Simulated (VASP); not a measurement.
Wanted: the native input for a VASP 6.6.1 run.

```
Task                   : single point
Functional             : LDA
Potentials or basis    : VASP PAW LDA potentials, release 64 (Pb_d, I)
Cutoff                 : 500 eV
k mesh                 : 9 × 9 × 6
Occupations            : gaussian, width 0.05 eV
Spin                   : no spin polarisation
Dipole correction      : no
Further INCAR settings : ALGO = Normal; EDIFF = 1e-06; NBANDS = 21
```

The structure of PbI2 lies in POSCAR:

```
PbI2
1.0
    4.4125637873      0.0000000000      0.0000000000
   -2.2062818936      3.8213923356      0.0000000000
    0.0000000000      0.0000000000      7.4347068059
Pb I
1 2
Direct
    0.0000000000      0.0000000000      0.0000000000
    0.3333333333      0.6666666667      0.2650000000
    0.6666666667      0.3333333333      0.7350000000
```

This cell differs from its parent crystal: ratio of the length along z to the lengths across it x 1.1, volume and fractional coordinates fixed.

These files were run (other wordings do the same):

INCAR

```
ALGO = Normal
EDIFF = 1E-6
ENCUT = 500
GGA_COMPAT = False
ISIF = 2
ISMEAR = 0
LASPH = True
LCHARG = False
LREAL = False
LWAVE = False
NBANDS = 21
NELM = 120
PREC = Accurate
SIGMA = 0.05
```

KPOINTS

```
k-points
0
Gamma
  9 9 6
```

Potentials or basis: VASP PAW LDA potentials, release 64 (Pb_d, I).

Run with:

```console
$ cat potpaw_LDA.64/Pb_d/POTCAR potpaw_LDA.64/I/POTCAR > POTCAR
$ mpirun -np 1 vasp_std > vasp.out
```

Results of the run:

The pressure is -1.1 GPa. The largest force is 0.199 eV/Å. The band gap on the k mesh is 2.19 eV.

Caveat: spin-orbit coupling is left out, which moves the levels of the heavy elements.

Wall time 43 s on 1 thread of Intel(R) Xeon(R) 6975P-C (Granite Rapids) (shared host), peak memory 0.28 GiB.
